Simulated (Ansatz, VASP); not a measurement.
## Two plane-wave programs on Be3Se2O

```xyz
12
Lattice="5.3148 0.0000 0.0000 -2.6574 4.6027 0.0000 0.0000 0.0000 8.7282" Properties=species:S:1:pos:R:3 pbc="T T T"
Be    0.0000    0.0000    2.1821
Be    0.0000    0.0000    6.5462
Be    0.0000    3.0685    5.2117
Be    0.0000    3.0685    7.8806
Be    2.6574    1.5342    3.5165
Be    2.6574    1.5342    0.8476
Se    0.0000    3.0685    3.6727
Se    0.0000    3.0685    0.6914
Se    2.6574    1.5342    5.0556
Se    2.6574    1.5342    8.0368
O     0.0000    3.0685    2.1821
O     2.6574    1.5342    6.5462
```

Alike in both runs: task relaxation of cell and atoms; functional PBE; k mesh 6 × 6 × 2; occupations gaussian, width 0.1 eV; no spin polarisation.

```csv
,VASP,Ansatz
version,VASP 6.6.1,Ansatz 0.2.0
potentials or method,"VASP PAW PBE potentials, release 64 (Be, Se, O), cutoff 600 eV","scalar-relativistic, plane waves, PAW"
valence electrons in the cell,48,88
```

```csv
,VASP,Ansatz,Ansatz less VASP
"gap on the k mesh at the Fermi level, each at its own relaxed structure (eV)",0.87,1.04,+0.173
relaxed volume (Å³/atom),13.16,17.51,+4.346
relaxed length of the cell vector where the two differ most in proportion (Å),16.364,22.111,+5.7468
```

One of these differences is far larger than is usual between the two programs; its cause wasn't traced. VASP's potentials hold 48 valence electrons a cell and Ansatz's 88, so a difference there can come from the potentials and not from the codes.

Noted on VASP's run: the volume moved by over 15 % at a fixed basis, so the end points are rough.
